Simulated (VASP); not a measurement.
# Na (C2/m) in VASP: single point with PBE

Aim: the single point of Na with PBE.

Program: VASP 6.6.1. These are calculated values, not measurements. Logs are shortened: lines on timing, memory, paths and dates and some standing lists are left out, and cuts for length are marked.

**1. The cell of the first run**

The structure is monoclinic, space group C2/m (No. 12). The conventional cell has a = 9.739 Å, b = 9.389 Å, c = 7.186 Å, α = 90.00°, β = 93.93°, γ = 90.00°.

**2. Single point, PBE (strained)**

INCAR reads:

```
SYSTEM = Na
PREC     = Accurate       ! precision mode
ENCUT    = 520            ! plane-wave cutoff, eV
EDIFF    = 1E-6           ! SCF threshold, eV
ISMEAR   = 0              ! smearing method
SIGMA    = 0.1            ! smearing width, eV
LREAL    = .FALSE.        ! projectors in reciprocal space
LASPH    = .TRUE.         ! aspherical terms in the spheres
NELM     = 80             ! most SCF steps
ALGO     = Fast           ! electronic algorithm
ISIF     = 2              ! what is computed and relaxed
LWAVE    = .FALSE.        ! write WAVECAR
LCHARG   = .FALSE.        ! write CHGCAR
GGA      = PE             ! functional
NBANDS   = 10             ! bands
```

KPOINTS reads:

```
Automatic mesh
0
G
  6 6 6
  0 0 0
```

POSCAR reads:

```
Na
1.0
    6.7608103061      0.1704565313      0.1217847652
    0.1704565313      7.1822108778      0.1704565313
    0.1217847652      0.1704565313      6.7608103061
Na
1
Direct
    0.0000000000      0.0000000000      0.0000000000
```

Potentials or basis: VASP PAW PBE potentials, release 64 (Na_pv).

Command:

```
> cat potpaw_PBE.64/Na_pv/POTCAR > POTCAR
> mpirun -np 1 vasp_std > vasp.out
```

OUTCAR:

```text
SYSTEM = Na
   PREC = Accurate
   ENCUT = 520
   EDIFF = 1E-6
   ISMEAR = 0
   LREAL = .FALSE.
   LASPH = .TRUE.
   NELM = 80
   ISIF = 2
   GGA = PE

 ion  position               nearest neighbor table
   1  0.000  0.000  0.000-

  LATTYP: Found a base centered monoclinic cell.
 ALAT       =     9.7394276807
 B/A-ratio  =     0.9640196805
 C/A-ratio  =     0.7378518991
 COS(beta)  =    -0.0685080038

  Lattice vectors:

 A1 = (  -0.1217847652,  -0.1704565313,  -6.7608103061)
 A2 = (  -6.7608103061,  -0.1704565313,  -0.1217847652)
 A3 = (   0.1704565313,   7.1822108778,   0.1704565313)

Analysis of symmetry for initial positions (statically):
=====================================================================
 Subroutine PRICEL returns:
 Original cell was already a primitive cell.

 Routine SETGRP: Setting up the symmetry group for a
 base centered monoclinic supercell.

 Subroutine GETGRP returns: Found  4 space group operations
 (whereof  4 operations were pure point group operations)
 out of a pool of  4 trial point group operations.

The static configuration has the point symmetry C_2h.

Analysis of symmetry for dynamics (positions and initial velocities):
=====================================================================
 Subroutine PRICEL returns:
 Original cell was already a primitive cell.

 Routine SETGRP: Setting up the symmetry group for a
 base centered monoclinic supercell.

 Subroutine GETGRP returns: Found  4 space group operations
 (whereof  4 operations were pure point group operations)
 out of a pool of  4 trial point group operations.

The dynamic configuration has the point symmetry C_2h.

 Subroutine INISYM returns: Found  4 space group operations
 (whereof  4 operations are pure point group operations),
 and found     1 'primitive' translations

----------------------------------------------------------------------------------------

                                     Primitive cell

  volume of cell :     327.7962

  direct lattice vectors                    reciprocal lattice vectors
     6.760810306  0.170456531  0.121784765     0.148044776 -0.003452344 -0.002579739
     0.170456531  7.182210878  0.170456531    -0.003452344  0.139396763 -0.003452344
     0.121784765  0.170456531  6.760810306    -0.002579739 -0.003452344  0.148044776

  length of vectors
     6.764055215  7.186255211  6.764055215     0.148107493  0.139482239  0.148107493

  position of ions in fractional coordinates (direct lattice)
     0.000000000  0.000000000  0.000000000

  ion indices of the primitive-cell ions
   primitive index   ion index
                 1           1

----------------------------------------------------------------------------------------

 KPOINTS: Automatic mesh

Automatic generation of k-mesh.
 Grid dimensions read from file:
 generate k-points for:    6    6    6

 Generating k-lattice:

  Cartesian coordinates                     Fractional coordinates (reciprocal lattice)
     0.024674129 -0.000575391 -0.000429956     0.166666667 -0.000000000 -0.000000000
    -0.000575391  0.023232794 -0.000575391    -0.000000000  0.166666667  0.000000000
    -0.000429956 -0.000575391  0.024674129    -0.000000000 -0.000000000  0.166666667

  Length of vectors
     0.024684582  0.023247040  0.024684582

  Shift w.r.t. Gamma in fractional coordinates (k-lattice)
     0.000000000  0.000000000  0.000000000

 Subroutine IBZKPT returns following result:
 ===========================================

 Found     68 irreducible k-points:

 Following reciprocal coordinates:
            Coordinates               Weight
  0.000000  0.000000  0.000000      1.000000
  0.166667 -0.000000 -0.000000      4.000000
  0.333333 -0.000000 -0.000000      4.000000
  0.500000  0.000000 -0.000000      2.000000
  0.000000  0.166667  0.000000      2.000000
  0.166667  0.166667  0.000000      4.000000
[... 16 lines left out ...]
  0.500000  0.000000  0.166667      4.000000
 -0.333333  0.000000  0.166667      4.000000
 [... further k-points ...]
   k-points           NKPTS =     68   k-points in BZ     NKDIM =     68   number of bands    NBANDS=     10
   number of dos      NEDOS =    301   number of ions     NIONS =      1
   total plane-waves  NPLWV = 135000
   dimension x,y,z NGX =    50 NGY =   54 NGZ =   50
   dimension x,y,z NGXF=   100 NGYF=  108 NGZF=  100
   ions per type =               1
   NGX,Y,Z   is equivalent  to a cutoff of  12.29, 12.49, 12.29 a.u.
   NGXF,Y,Z  is equivalent  to a cutoff of  24.58, 24.98, 24.58 a.u.
 SYSTEM =  Na
   PREC   = accura    normal or accurate (medium, high low for compatibility)
   ISTART =      0    job   : 0-new  1-cont  2-samecut
   ICHARG =      2    charge: 1-file 2-atom 10-const
   ISPIN  =      1    spin polarized calculation?
   LNONCOLLINEAR =      F non collinear calculations
   LSORBIT =      F    spin-orbit coupling
   LASPH  =      T    aspherical Exc in radial PAW
   ENCUT  =  520.0 eV  38.22 Ry    6.18 a.u.  12.58 13.36 12.58*2*pi/ulx,y,z
   NELM   =     80;   NELMIN=  2; NELMDL= -5     # of ELM steps
   EDIFF  = 0.1E-05   stopping-criterion for ELM
   LREAL  =      F    real-space projection
   EDIFFG = 0.1E-04   stopping-criterion for IOM
   NSW    =      0    number of steps for IOM
   IBRION =     -1    ionic relax: 0-MD 1-quasi-New 2-CG
   NFREE  =      0    steps in history (QN), initial steepest desc. (CG)
   ISIF   =      2    stress and relaxation
   ISYM   =      2    0-nonsym 1-usesym 2-fastsym
   POTIM  = 0.5000    time-step for ionic-motion
   TEBEG  =    0.0;   TEEND  =   0.0 temperature during run
   PSTRESS=    0.0 pullay stress
   NELECT =       7.0000    total number of electrons
   NUPDOWN=      -1.0000    fix difference up-down
   EMIN   =  10.00;   EMAX   =-10.00  energy-range for DOS
   EFERMI =   0.00;   METHOD = LEGACY
   ISMEAR =     0;   SIGMA  =   0.10  broadening in eV -4-tet -1-fermi 0-gaus
   EFERMI_NEDOS =   21; number of points for ismear=-14 and -15
   IALGO  =     68    algorithm
   IMIX   =      4    mixing-type and parameters
     AMIX     =   0.40;   BMIX     =  1.00
     AMIX_MAG =   1.60;   BMIX_MAG =  1.00
  volume/ion in A,a.u.               =     327.80      2212.08
  Fermi-wavevector in a.u.,A,eV,Ry     =   0.454192  0.858299  2.806752  0.206290
  Thomas-Fermi vector in A             =   1.437056
   LORBIT       =      0    0 simple, 1 ext, 2 COOP (PROOUT), +10 PAW based schemes
   GGA     = PE    functional components
   LHFCALC =     F    Hartree Fock is set to
   AEXX    =    0.0000 exact exchange contribution
   IVDW    =     0    specifies the selected vdW correction
   LEPSILON=     F    determine dielectric tensor
   LRPA    =     F    only Hartree local field effects (RPA)
 non-spin polarized calculation
 RMM-DIIS sequential band-by-band and
 Gauss-broadening in eV      SIGMA  =   0.10
  energy-cutoff  :      520.00
  volume of cell :      327.80
 maximum number of plane-waves:      8850
   NGX = 25   NGY = 27   NGZ = 25

 number of electron       6.9999986 magnetization

 Free energy of the ion-electron system (eV)
  ---------------------------------------------------
  ext. energy  EPLUGINS =         0.00000000
  ---------------------------------------------------
  free energy    TOTEN  =        -0.18827796 eV

  energy without entropy =       -0.16915276  energy(sigma->0) =       -0.17871536

 E-fermi :  -2.3196     XC(G=0):  -2.4089

 val. band max:       -2.3272475709   @ k =   0.5000   0.0000   0.1667
 cond. band min:      -2.2957872196   @ k =   0.3333   0.3333   0.1667
 fundamental gap:      0.0314603513
 Fermi energy:        -2.3196486924

 k-point     1 :       0.0000    0.0000    0.0000
  band No.  band energies     occupation
      1     -28.3961      2.00000
      2     -28.3937      2.00000
      3     -28.3934      2.00000
      4      -2.7358      2.00000
      5       0.3067      0.00000
      6       0.5695      0.00000
      7       0.6034      0.00000
      8       0.8062      0.00000
      9       1.2249      0.00000
     10       1.3008      0.00000

 k-point     2 :       0.1667   -0.0000   -0.0000
  band No.  band energies     occupation
      1     -28.3961      2.00000
      2     -28.3937      2.00000
      3     -28.3935      2.00000
      4      -2.6699      2.00000
      5      -0.1089      0.00000
      6       0.3678      0.00000
      7       0.6449      0.00000
      8       0.9705      0.00000
      9       1.3307      0.00000
     10       2.0501      0.00000

 k-point     3 :       0.3333   -0.0000   -0.0000
  band No.  band energies     occupation
      1     -28.3961      2.00000
      2     -28.3937      2.00000
      3     -28.3935      2.00000
      4      -2.5042      1.99095
      5      -0.7806      0.00000
      6       0.5153      0.00000
      7       0.7882      0.00000
      8       1.2095      0.00000
      9       1.5322      0.00000
     10       2.2187      0.00000

 k-point     4 :       0.5000    0.0000   -0.0000
  band No.  band energies     occupation
      1     -28.3961      2.00000
      2     -28.3937      2.00000
      3     -28.3935      2.00000
      4      -2.3903      1.68250
      5      -1.0670      0.00000
      6       0.6153      0.00000
      7       0.8836      0.00000
      8       1.4022      0.00000
      9       1.6794      0.00000
     10       2.0549      0.00000
[... 222 lines left out ...]
 k-point    22 :       0.3333   -0.0000    0.1667
  band No.  band energies     occupation
      1     -28.3961      2.00000
      2     -28.3937      2.00000
      3     -28.3935      2.00000
      4      -2.4445      1.92257
      5      -0.6962      0.00000
      6       0.1717      0.00000
      7       0.5658      0.00000
      8       1.3273      0.00000
      9       1.6445      0.00000
     10       2.2879      0.00000

 k-point    23 :       0.5000    0.0000    0.1667
  band No.  band energies     occupation
      1     -28.3961      2.00000
      2     -28.3937      2.00000
      3     -28.3935      2.00000
      4      -2.3272      1.08558
      5      -0.9942      0.00000
      6       0.2643      0.00000
      7       0.6716      0.00000
      8       1.4259      0.00000
      9       1.5144      0.00000
     10       2.1174      0.00000

 k-point    24 :      -0.3333    0.0000    0.1667
  band No.  band energies     occupation
      1     -28.3961      2.00000
      2     -28.3937      2.00000
      3     -28.3935      2.00000
      4      -2.4353      1.89799
      5      -0.7238      0.00000
      6       0.1117      0.00000
      7       0.5822      0.00000
      8       1.3411      0.00000
      9       1.7945      0.00000
     10       2.2806      0.00000

 [... further k-points ...]
[... 5 lines left out ...]
  --------------------------------------------------------------------------------------
  -------------------------------------------------------------------------------------
  Total       -0.3475831     -0.1891229     -0.3475831     -0.0108611     -0.0108611     -0.0093341
  in kB       -1.6988903     -0.9243806     -1.6988903     -0.0530860     -0.0530860     -0.0456225
  external PRESSURE =      -1.4407204 kB  Pullay stress =       0.0000000 kB

 VOLUME and BASIS-vectors are now :
 -----------------------------------------------------------------------------
  energy-cutoff  :      520.00
  volume of cell :      327.80
      direct lattice vectors                 reciprocal lattice vectors
     6.760810306  0.170456531  0.121784765     0.148044776 -0.003452344 -0.002579739
     0.170456531  7.182210878  0.170456531    -0.003452344  0.139396763 -0.003452344
     0.121784765  0.170456531  6.760810306    -0.002579739 -0.003452344  0.148044776

 POSITION                                       TOTAL-FORCE (eV/Angst)
 -----------------------------------------------------------------------------------
      0.00000      0.00000      0.00000        -0.000000     -0.000000      0.000000
 -----------------------------------------------------------------------------------
    total drift:                               -0.000000     -0.000000      0.000000

  FREE ENERGIE OF THE ION-ELECTRON SYSTEM (eV)
  ---------------------------------------------------
  free  energy   TOTEN  =        -0.1882779617 eV

  energy  without entropy=       -0.1691527580  energy(sigma->0) =       -0.17871536
```

Run time: 92 s. Hardware: 1 thread of Intel Xeon Platinum 8488C (Sapphire Rapids), shared host; peak memory 0.46 GiB.

Results:

```yaml
Free_energy: -0.1883 eV
Pressure: -0.1 GPa
Band_gap_on_the_k_mesh: zero (an odd number of electrons rules out a gap without spin polarisation)
```

Caveat: the cell differs from its parent crystal (strained).
